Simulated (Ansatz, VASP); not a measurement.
## SiC: VASP beside Ansatz

```
Si C
1.0
     3.07756    0.00000    0.00000
    -1.53878    2.66524    0.00000
     0.00000    0.00000   10.07672
Si C
4 4
Direct
  0.00000 0.00000 0.99986
  0.33333 0.66667 0.24991
  0.00000 0.00000 0.49986
  0.66667 0.33333 0.74991
  0.00000 0.00000 0.18728
  0.33333 0.66667 0.43795
  0.00000 0.00000 0.68728
  0.66667 0.33333 0.93795
```

Alike in both runs: task single point; functional HSE06; k mesh 6 × 6 × 2; no spin polarisation.

|  | VASP | Ansatz |
| --- | --- | --- |
| version | VASP 6.6.1 | Ansatz 0.2.0 |
| potentials or method | VASP PAW PBE potentials, release 64 (Si, C) | plane waves, PAW |
| plane-wave cutoff (eV) | 520 | 420 |
| occupations | gaussian, width 0.01 eV | fixed |
| valence electrons in the cell | 32 | 32 |

```csv
,VASP,Ansatz,Ansatz less VASP
gap on the k mesh at the Fermi level (eV),3.14,3.14,-0.005
pressure (GPa),-1.5,-1.2,+0.38
"traceless stress, the component that is largest in VASP (GPa)",-0.20,-0.22,-0.019
rms of the force components (eV/Å),0.006,0.007,+0.0005
```

Atom by atom the forces differ by 0.001 eV/Å (rms over components). Ansatz's warnings: stress exchange threshold loose, stress scf threshold loose.
